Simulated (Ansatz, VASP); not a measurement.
# One calculation of Ru, two programs

```xyz
5
Lattice="2.7200 0.0000 0.0000 -1.3600 2.3556 0.0000 0.0000 0.0000 23.5935" Properties=species:S:1:pos:R:3 pbc="T T T"
Ru    0.0000    1.5704    7.5000
Ru    1.3600    0.7852    9.6484
Ru    0.0000    1.5704   11.7968
Ru    1.3600    0.7852   13.9452
Ru    0.0000    1.5704   16.0935
```

Alike in both runs: task single point; functional PBE; k mesh 15 × 15 × 1; occupations gaussian, width 0.1 eV; no spin polarisation.

|  | VASP | Ansatz |
| --- | --- | --- |
| version | VASP 6.6.1 | Ansatz 0.2.0 |
| potentials or method | VASP PAW PBE potentials, release 64 (Ru_pv), cutoff 520 eV | scalar-relativistic, plane waves, PAW |
| valence electrons in the cell | 70 | 80 |

Ansatz gave:

```
gap on the k mesh at the Fermi level (eV) : none
rms of the force components (eV/Å)        : 0.362
```

Problem. Which values does VASP return?

Solution. gap on the k mesh at the Fermi level (eV): none; rms of the force components (eV/Å): 0.360.

Atom by atom the forces differ by 0.002 eV/Å (rms over components). A gap of «none» marks a metal or a gap that the smearing closes. VASP's potentials hold 70 valence electrons a cell and Ansatz's 80, so a difference there can come from the potentials and not from the codes.
